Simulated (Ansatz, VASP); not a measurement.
**Two plane-wave programs on BaTiO3**

```
Ba Ti O
1.0
     4.00822    0.00000    0.00000
     0.00000    2.87328    2.88592
     0.00000   -2.87328    2.88592
Ba Ti O
1 1 3
Direct
  0.00000 0.00808 0.00808
  0.50000 0.51971 0.51971
  0.00000 0.49128 0.64790
  0.50000 0.49381 0.98300
  0.50000 0.98300 0.49381
```

Alike in both runs: task single point; functional PBE; k mesh 6 × 6 × 6; occupations gaussian, width 0.05 eV; no spin polarisation; Hubbard terms Ti d U = 4.0 eV.

```csv
,VASP,Ansatz
version,VASP 6.6.1,Ansatz 0.2.0
potentials or method,"VASP PAW PBE potentials, release 64 (Ba_sv, Ti_sv, O), cutoff 520 eV","scalar-relativistic, plane waves, PAW"
valence electrons in the cell,40,40
```

```tsv
	VASP	Ansatz	Ansatz less VASP
gap on the k mesh at the Fermi level (eV)	1.99	2.06	+0.064
least direct gap on the mesh (eV)	2.24	2.27	+0.032
pressure (GPa)	6.2	2.6	-3.64
traceless stress, the component that is largest in VASP (GPa)	-1.97	-1.96	+0.013
rms of the force components (eV/Å)	1.243	1.120	-0.1225
```

The programs project onto different local orbitals, so the same U acts differently, and such runs can settle in different states. Atom by atom the forces differ by 0.258 eV/Å (rms over components).

Spin-orbit coupling is off throughout.
